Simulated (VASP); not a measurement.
Wanted: the native input for a VASP 6.6.1 run.

```
Task                   : single point
Functional             : PBEsol
Potentials or basis    : VASP PAW PBE potentials, release 64 (Ta_pv, H)
Cutoff                 : 520 eV
k mesh                 : 12 × 12 × 12
Occupations            : gaussian, width 0.1 eV
Spin                   : no spin polarisation
Dipole correction      : no
Further INCAR settings : ALGO = Normal; EDIFF = 1e-06; NBANDS = 18
```

The structure of Ta2H lies in POSCAR:

```
Ta2H
1.0
    3.3771232023      0.0866041441     -0.0048900315
    0.0866041441      3.2190908739     -0.0424252388
   -0.0049446619     -0.0428992044      3.4021660799
Ta H
2 1
Direct
    0.5034455811     -0.0001601217      0.7343287141
    0.0007116519      0.4927737684      0.2657299350
   -0.0041601982      0.0073863532     -0.0000586491
```

This cell differs from its parent crystal: atoms moved at random and the cell strained at random.

The input as run:

INCAR

```
SYSTEM = Ta2H
  ALGO = Normal
  EDIFF = 1E-6
  ENCUT = 520
  GGA = PS
  ISIF = 2
  ISMEAR = 0
  LASPH = .True.
  LCHARG = .False.
  LREAL = .False.
  LWAVE = .False.
  NBANDS = 18
  NELM = 80
  PREC = Accurate
  SIGMA = 0.1
```

KPOINTS

```
k-points
0
Gamma
  12 12 12
  0 0 0
```

Potentials or basis: VASP PAW PBE potentials, release 64 (Ta_pv, H).

Run with:

```console
$ cat potpaw_PBE.64/Ta_pv/POTCAR potpaw_PBE.64/H/POTCAR > POTCAR
$ mpirun -np 1 vasp_std > vasp.out
```

It gave:

The pressure is 7.7 GPa and the largest force is 0.870 eV/Å. The band gap on the k mesh is zero (an odd number of electrons rules out a gap without spin polarisation).

Caveat: the cell differs from its parent crystal (atoms moved at random and the cell strained at random); the stress differs along the axes, from 3 to 15 GPa; the PAW data sets were made with another functional, which shifts forces and pressure a little; spin-orbit coupling is left out, which moves the levels of the heavy elements.

Run time: 4.8 min on 1 thread of AMD EPYC 9R45 96-Core Processor (Zen 5), with other jobs on the host, peak memory 0.55 GiB.
